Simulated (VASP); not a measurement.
Write the native input for VASP 6.6.1 that does the following.

| Quantity | Value |
| --- | --- |
| Task | single point |
| Functional | LDA |
| Potentials or basis | VASP PAW LDA potentials, release 64 (In_d, P) |
| Cutoff | 520 eV |
| k mesh | 12 × 12 × 12 |
| Occupations | gaussian, width 0.05 eV |
| Spin | no spin polarisation |
| Dipole correction | no |
| Further INCAR settings | ALGO = Normal; EDIFF = 1e-06; NBANDS = 16 |

The structure of InP lies in POSCAR:

```
InP
1.0
    0.0000000000      2.8607473555      2.8607473555
    2.8607473555      0.0000000000      2.8607473555
    2.8607473555      2.8607473555      0.0000000000
In P
1 1
Direct
    0.0000000000      0.0000000000      0.0000000000
    0.7500000000      0.7500000000      0.7500000000
```

This cell differs from its parent crystal: volume 23.412 Å^3 an atom, c/a of the conventional cell 1.0000.

The input as run:

INCAR

```
PREC = Accurate
ENCUT = 520
EDIFF = 1E-6
ISMEAR = 0
SIGMA = 0.05
LREAL = F
LASPH = T
NELM = 60
ALGO = Normal
ISIF = 2
LWAVE = F
LCHARG = T
GGA = CA
LELF = T
LVHAR = T
NBANDS = 16
```

KPOINTS

```
regular mesh
0
Gamma
  12 12 12
```

Potentials or basis: VASP PAW LDA potentials, release 64 (In_d, P).

Run with:

```console
$ cat potpaw_LDA.64/In_d/POTCAR potpaw_LDA.64/P/POTCAR > POTCAR
$ mpirun -np 1 vasp_std > vasp.out
```

Results of the run:

The pressure is 4.4 GPa and the band gap on the k mesh is 0.90 eV, direct.

Caveat: spin-orbit coupling is left out, which moves the levels of the heavy elements.

Wall time 52 s on 1 thread of Intel(R) Xeon(R) Platinum 8259CL CPU @ 2.50GHz (Skylake/Cascade Lake), with other jobs on the host, peak memory 0.18 GiB.
